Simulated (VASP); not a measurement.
# Nb: relaxation of cell and atoms with PBE

Nb:

```
Nb
1.0
     0.00000    2.09500    2.09500
     2.09500    0.00000    2.09500
     2.09500    2.09500    0.00000
Nb
1
Direct
  0.00000 0.00000 0.00000
```

This isn't the form of Nb at room conditions, which is bcc.

- Program: VASP 6.6.1
- Task: relaxation of cell and atoms
- Functional: PBE
- Potentials or basis: VASP PAW PBE potentials, release 64 (Nb_sv)
- Cutoff: 500 eV
- k mesh: 10 × 10 × 10
- Occupations: methfessel-paxton, width 0.1 eV
- Spin: no spin polarisation
- Target pressure: 30 GPa
- Dipole correction: no
- Further INCAR settings: ALGO = Normal; EDIFF = 1e-07; IBRION = 2; EDIFFG = -0.03; NSW = 50; ISIF = 3

| Item | Value |
| --- | --- |
| Relaxed volume | 16.32 Å³/atom |
| Relaxed cell | a = 2.847 Å, b = 2.847 Å, c = 2.847 Å, α = 60.00°, β = 60.00°, γ = 60.00° |
| Space group after relaxing (to 0.1 Å) | Fm-3m (No. 225) |
| Energy change on relaxing (the run minimises the enthalpy) | +196.5 meV/atom |
| Ionic steps | 5 |
| Pressure after relaxing | 30.0 GPa |
| Band gap on the k mesh | zero (an odd number of electrons rules out a gap without spin polarisation) |

The path:
```csv
step,energy change (eV),largest force (eV/Å),pressure (GPa),volume (Å³)
1,0.0000,0.0000,3.01,18.39
2,3.1342,0.0000,191.51,11.32
3,0.1454,0.0000,25.15,16.62
4,0.1881,0.0000,29.24,16.37
5,0.1965,0.0000,29.99,16.32
```

Final structure:
```
Nb
1.0
     0.00000    2.01335    2.01335
     2.01335    0.00000    2.01335
     2.01335    2.01335    0.00000
Nb
1
Direct
  0.00000 0.00000 0.00000
```

Levels at points of the mesh, in eV from the Fermi level:
| k point | band 2 | band 3 | band 4 | band 5 | band 6 | band 7 | band 8 | band 9 | band 10 |
| --- | --- | --- | --- | --- | --- | --- | --- | --- | --- |
| (0.00, 0.00, 0.00) | -29.78 | -29.78 | -29.78 | -6.54 | -0.05 | -0.05 | -0.05 | 3.09 | 3.09 |
| (0.50, 0.00, 0.00) | -31.62 | -30.02 | -30.02 | -4.42 | -0.29 | -0.29 | 1.96 | 5.49 | 5.49 |
| (0.50, 0.50, 0.00) | -31.49 | -30.43 | -30.43 | -4.91 | -4.10 | 4.53 | 5.48 | 6.19 | 6.19 |

Wall time 23 s on 1 thread of Intel(R) Xeon(R) Platinum 8488C (Sapphire Rapids), with other jobs on the host, peak memory 0.15 GiB.

Caveat: the cell is relaxed towards a set pressure, so the run minimises the enthalpy, not the energy.
